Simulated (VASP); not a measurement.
Input of a VASP 6.6.1 run:

File INCAR:

```
SYSTEM = As
PREC = Accurate
ENCUT = 600
EDIFF = 1E-6
ISMEAR = -1
SIGMA = 0.08
LREAL = .FALSE.
LASPH = .TRUE.
NELM = 80
ALGO = Normal
ISIF = 3
LWAVE = .FALSE.
LCHARG = .FALSE.
GGA = PE
IBRION = 2
NSW = 32
EDIFFG = -0.005
PSTRESS = 93.0
```

The input KPOINTS:

```
Automatic mesh
0
G
  12 12 12
  0 0 0
```

Contents of POSCAR:

```
As
1.0
    0.0000000000      2.9020121572      2.9020121572
    2.9020121572      0.0000000000      2.9020121572
    2.9020121572      2.9020121572      0.0000000000
As
2
Direct
   -0.1250000000     -0.1250000000     -0.1250000000
    0.1250000000      0.1250000000      0.1250000000
```

Potentials or basis: VASP PAW PBE potentials, release 64 (As).

Command:

```console
$ cat potpaw_PBE.64/As/POTCAR > POTCAR
$ mpirun -np 1 vasp_std > vasp.out
```

Problem. Estimate the space group after relaxing (to 0.1 Å).

Solution. Fd-3m (No. 227).

Problem. Estimate the relaxed volume.

Solution. 24.52 Å³/atom.

Final structure:
```yaml
crystal:
  lattice:
    - [0.00000, 2.90537, 2.90537]
    - [2.90537, 0.00000, 2.90537]
    - [2.90537, 2.90537, 0.00000]
  atoms:
    - { symbol: As, position: [0.87500, 0.87500, 0.87500] }
    - { symbol: As, position: [0.12500, 0.12500, 0.12500] }
```

Caveat: the cell is relaxed towards a set pressure, so the run minimises the enthalpy, not the energy.
